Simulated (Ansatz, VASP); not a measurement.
**C in VASP and in Ansatz**

Contents of POSCAR:

```
C
1.0
    1.1973256878      0.6912763082      3.2633355684
   -1.1973256878      0.6912763082      3.2633355684
    0.0000000000     -1.3825526163      3.2633355684
C
2
Direct
    0.1640000000      0.1640000000      0.1640000000
    0.8360000000      0.8360000000      0.8360000000
```

INCAR.step1

```
ALGO = Normal ; EDIFF = 1E-4
ENCUT = 520 ; GGA = PE
ISMEAR = 0 ; LASPH = True
LCHARG = False ; LREAL = False
LWAVE = True ; NBANDS = 11
NELM = 100 ; PREC = Accurate
SIGMA = 0.05
```

Contents of INCAR.step2:

```
ALGO = Normal ; EDIFF = 1E-7
ENCUT = 520 ; ISIF = 2
ISMEAR = 0 ; ISTART = 1
LASPH = True ; LCHARG = False
LMIXTAU = True ; LREAL = False
LWAVE = False ; METAGGA = R2SCAN
NBANDS = 11 ; NELM = 100
PREC = Accurate ; SIGMA = 0.05
```

The input KPOINTS:

```
k-points
0
Gamma
  12 12 12
```

Input for Ansatz:

```yaml
crystal:
  lattice:
    - [1.1973256878, 0.6912763082, 3.2633355684]
    - [-1.1973256878, 0.6912763082, 3.2633355684]
    - [0.0, -1.3825526163, 3.2633355684]
  atoms:
    - { symbol: C, position: [0.164, 0.164, 0.164] }
    - { symbol: C, position: [0.836, 0.836, 0.836] }
basis:
  ecutwfc: 500
kpoints:
  mp_grid: { grid: [12, 12, 12] }
hamiltonian:
  xc: r2scan
scf:
  occupations: { method: gaussian, width: 0.05 }
output:
  forces: true
  stress: true
  eigenvalues: true
```

Change from the starting cell: strain -0.025 along x and y, -0.025 along z, atoms carried along.

Alike in both runs: task single point; functional r2SCAN; k mesh 12 × 12 × 12; occupations gaussian, width 0.05 eV; no spin polarisation.

```csv
,VASP,Ansatz
version,VASP 6.6.1,Ansatz 0.2.0
potentials or method,"VASP PAW PBE potentials, release 64 (C), cutoff 520 eV","scalar-relativistic, plane waves, PAW"
valence electrons in the cell,8,8
```

Ansatz gave:

| Item | Value |
| --- | --- |
| gap on the k mesh at the Fermi level (eV) | 0.88 |
| least direct gap on the mesh (eV) | 0.88 |
| pressure (GPa) | 25.2 |
| traceless stress, the component that is largest in VASP (GPa) | -23.25 |
| rms of the force components (eV/Å) | 0.500 |

Question: What did VASP give for the same quantities?

Answer: gap on the k mesh at the Fermi level (eV): 0.88; least direct gap on the mesh (eV): 0.88; pressure (GPa): 26.0; traceless stress, the component that is largest in VASP (GPa): -24.12; rms of the force components (eV/Å): 0.495.

VASP's potentials were made for PBE, not for r2SCAN. Atom by atom the forces differ by 0.005 eV/Å (rms over components). With one functional, cell and mesh, what is left measures potentials, basis and numerics.
